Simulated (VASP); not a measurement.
# PbSe (Pm-3m) in VASP: a series of runs, part 2 of 2

VASP 6.6.1.

**4. Single point, revPBE+D3(BJ)**

This run uses another cell than the first one, of 25.43 Å³/atom, 1.028 times its volume.

INCAR

```
PREC = Accurate
ENCUT = 520
EDIFF = 1E-7
ISMEAR = -1
SIGMA = 0.05
LREAL = F
LASPH = T
NELM = 100
ALGO = Normal
ISIF = 2
LWAVE = F
LCHARG = F
GGA = RE
IVDW = 12
NBANDS = 17
```

KPOINTS

```
Automatic mesh
0
Gamma
  7 7 7
```

POSCAR

```
PbSe
1.0
    3.7050715450      0.0000000000      0.0000000000
    0.0000000000      3.7050715450      0.0000000000
    0.0000000000      0.0000000000      3.7050715450
Pb Se
1 1
Direct
    0.0000000000      0.0000000000      0.0000000000
    0.5000000000      0.5000000000      0.5000000000
```

Potentials or basis: VASP PAW PBE potentials, release 64 (Pb_d, Se).

Run with:

```
> cat potpaw_PBE.64/Pb_d/POTCAR potpaw_PBE.64/Se/POTCAR > POTCAR
> mpirun -np 1 vasp_std > vasp.out
```

OUTCAR:

```text
PREC = Accurate
   ENCUT = 520
   EDIFF = 1E-7
   ISMEAR = -1
   LREAL = F
   LASPH = T
   NELM = 100
   ISIF = 2
   GGA = RE
   IVDW = 12
 IVDW          = 12

 ion  position               nearest neighbor table
   1  0.000  0.000  0.000-   2 3.21   2 3.21   2 3.21   2 3.21   2 3.21   2 3.21   2 3.21   2 3.21

   2  0.500  0.500  0.500-   1 3.21   1 3.21   1 3.21   1 3.21   1 3.21   1 3.21   1 3.21   1 3.21

  LATTYP: Found a simple cubic cell.
 ALAT       =     3.7050715450

  Lattice vectors:

 A1 = (   3.7050715450,   0.0000000000,   0.0000000000)
 A2 = (   0.0000000000,   3.7050715450,   0.0000000000)
 A3 = (   0.0000000000,   0.0000000000,   3.7050715450)

Analysis of symmetry for initial positions (statically):
=====================================================================
 Subroutine PRICEL returns:
 Original cell was already a primitive cell.

 Routine SETGRP: Setting up the symmetry group for a
 simple cubic supercell.

 Subroutine GETGRP returns: Found 48 space group operations
 (whereof 48 operations were pure point group operations)
 out of a pool of 48 trial point group operations.

The static configuration has the point symmetry O_h .

Analysis of symmetry for dynamics (positions and initial velocities):
=====================================================================
 Subroutine PRICEL returns:
 Original cell was already a primitive cell.

 Routine SETGRP: Setting up the symmetry group for a
 simple cubic supercell.

 Subroutine GETGRP returns: Found 48 space group operations
 (whereof 48 operations were pure point group operations)
 out of a pool of 48 trial point group operations.

The dynamic configuration has the point symmetry O_h .

 Subroutine INISYM returns: Found 48 space group operations
 (whereof 48 operations are pure point group operations),
 and found     1 'primitive' translations

[... 103 lines left out ...]
   EFERMI =   0.00;   METHOD = LEGACY
   ISMEAR =    -1;   SIGMA  =   0.05  broadening in eV -4-tet -1-fermi 0-gaus
   EFERMI_NEDOS =   21; number of points for ismear=-14 and -15
   IALGO  =     38    algorithm
   IMIX   =      4    mixing-type and parameters
     AMIX     =   0.40;   BMIX     =  1.00
     AMIX_MAG =   1.60;   BMIX_MAG =  1.00
  volume/ion in A,a.u.               =      25.43       171.62
  Fermi-wavevector in a.u.,A,eV,Ry     =   1.199375  2.266490 19.571977  1.438500
  Thomas-Fermi vector in A             =   2.335239
   LORBIT       =      0    0 simple, 1 ext, 2 COOP (PROOUT), +10 PAW based schemes
   GGA     = RE    functional components
   LHFCALC =     F    Hartree Fock is set to
   AEXX    =    0.0000 exact exchange contribution
   IVDW    =    12    specifies the selected vdW correction
   LEPSILON=     F    determine dielectric tensor
   LRPA    =     F    only Hartree local field effects (RPA)
 non-spin polarized calculation
  energy-cutoff  :      520.00
  volume of cell :       50.86
 maximum number of plane-waves:      1385
 NGX is ok and might be reduce to    28
   NGX = 13   NGY = 13   NGZ = 13

 number of electron      19.9999998 magnetization

 Free energy of the ion-electron system (eV)
  ---------------------------------------------------
  ext. energy  EPLUGINS =         0.00000000
  ---------------------------------------------------
  free energy    TOTEN  =        -7.03174478 eV

  energy without entropy =       -7.02236481  energy(sigma->0) =       -7.02705479

 E-fermi :   6.1029     XC(G=0): -10.1802

 val. band max:        6.0632128923   @ k =   0.2857   0.1429   0.1429
 cond. band min:       6.1278256658   @ k =   0.1429   0.1429   0.1429
 fundamental gap:      0.0646127736
 Fermi energy:         6.1028743697

 k-point     1 :       0.0000    0.0000    0.0000
  band No.  band energies     occupation
      1     -10.8795      2.00000
      2     -10.8795      2.00000
      3     -10.6982      2.00000
      4     -10.6982      2.00000
      5     -10.6982      2.00000
      6      -7.4977      2.00000
[... 377 lines left out ...]
      4     -10.6579      2.00000
      5     -10.6579      2.00000
      6      -5.3071      2.00000
[... 9 lines left out ...]
     16      19.7017      0.00000
     17      23.4333      0.00000

------------------------ aborting loop because EDIFF is reached ----------------------------------------

 Edisp (eV)   -1.54552

 E8    (eV) :    -1.1091

  FORCE on cell =-STRESS in cart. coord.  units (eV):
  Direction    XX          YY          ZZ          XY          YZ          ZX
  --------------------------------------------------------------------------------------
  -------------------------------------------------------------------------------------
  Total      -0.00263    -0.00263    -0.00263    -0.00000     0.00000    -0.00000
  in kB      -0.08278    -0.08278    -0.08278    -0.00000     0.00000    -0.00000
  external pressure =       -0.08 kB  Pullay stress =        0.00 kB

 VOLUME and BASIS-vectors are now :
 -----------------------------------------------------------------------------
  energy-cutoff  :      520.00
  volume of cell :       50.86
      direct lattice vectors                 reciprocal lattice vectors
     3.705071545  0.000000000  0.000000000     0.269900321  0.000000000  0.000000000
     0.000000000  3.705071545  0.000000000     0.000000000  0.269900321  0.000000000
     0.000000000  0.000000000  3.705071545     0.000000000  0.000000000  0.269900321

 POSITION                                       TOTAL-FORCE (eV/Angst)
 -----------------------------------------------------------------------------------
      0.00000      0.00000      0.00000         0.000000      0.000000      0.000000
      1.85254      1.85254      1.85254         0.000000      0.000000      0.000000
 -----------------------------------------------------------------------------------
    total drift:                               -0.000000      0.000000     -0.000000

  FREE ENERGIE OF THE ION-ELECTRON SYSTEM (eV)
  ---------------------------------------------------
  free  energy   TOTEN  =        -8.5772687722 eV

  energy  without entropy=       -8.5678888040  energy(sigma->0) =       -8.57257879
```

Wall time 14 s (1 thread of Intel Xeon Platinum 8259CL at 2.50GHz (Skylake/Cascade Lake), shared host); peak memory 0.17 GiB.

What came out:

```
Free energy                : -8.5773 eV
Pressure                   : 0.0 GPa
Band gap on the k mesh     : zero (band 10 reaches 6.13 eV, above the bottom of band 11 at 5.85 eV)
Dispersion energy per atom : -0.773 eV
```

Caveat: the PAW data sets were made with another functional, which shifts forces and pressure a little; spin-orbit coupling is left out, which moves the levels of the heavy elements; pairwise dispersion overbinds metals, which lowers pressure and volume.

**5. Summary**

| level | cell | gap on the mesh (eV) | pressure (GPa) |
| --- | --- | --- | --- |
| PBEsol+D4 | a = 3.671 Å, 2 atoms | none | 0.0 |
| RPBE+D4 | a = 3.720 Å, 2 atoms | none | -0.1 |
| revPBE+D3(BJ) | a = 3.705 Å, 2 atoms | none | 0.0 |

Alike in all rows: task single point; potentials or basis VASP PAW PBE potentials, release 64 (Pb_d, Se); no spin polarisation; k mesh 7 × 7 × 7; cutoff (eV) 520; smearing fermi-dirac 0.05 eV.

Caveats: the PAW data sets were made with another functional, which shifts forces and pressure a little; spin-orbit coupling is left out, which moves the levels of the heavy elements; pairwise dispersion overbinds metals, which lowers pressure and volume.

Total energies depend on the potentials used, so only differences within one code and one set of settings carry meaning.
